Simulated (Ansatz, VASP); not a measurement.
## ReBPt in VASP and in Ansatz

```xyz
6
Lattice="2.9884 0.0000 0.0000 0.0000 2.9884 0.0000 0.0000 0.0000 8.7660" Properties=species:S:1:pos:R:3 pbc="T T T"
Re    0.0000    1.4942    3.6667
Re    1.4942    0.0000    5.0994
B     0.0000    0.0000    0.0000
B     1.4942    1.4942    0.0000
Pt    0.0000    1.4942    7.2310
Pt    1.4942    0.0000    1.5350
```

Change from the starting cell: species swapped into the NiPRh type (P4/nmm, No. 129).

Alike in both runs: functional PBE; k mesh 12 × 12 × 6; occupations gaussian, width 0.1 eV; no spin polarisation.

Ansatz relaxed the structure, and its values are those at the end. VASP's run is a single point on that final structure, the one shown.

|  | VASP | Ansatz |
| --- | --- | --- |
| version | VASP 6.6.1 | Ansatz 0.2.0 |
| potentials or method | VASP PAW PBE potentials, release 64 (Re, B, Pt), cutoff 520 eV | scalar-relativistic, plane waves, PAW |
| valence electrons in the cell | 40 | 72 |

VASP gave:

```
gap on the k mesh at the Fermi level (eV) : none
pressure (GPa)                            : -0.5
rms of the force components (eV/Å)        : 0.044
```

Estimate Ansatz's values.

gap on the k mesh at the Fermi level (eV): none; pressure (GPa): 0.0; rms of the force components (eV/Å): 0.004.

A gap of «none» marks a metal or a gap that the smearing closes. VASP's potentials hold 40 valence electrons a cell and Ansatz's 72, so a difference there can come from the potentials and not from the codes.

Spin-orbit coupling is off throughout.
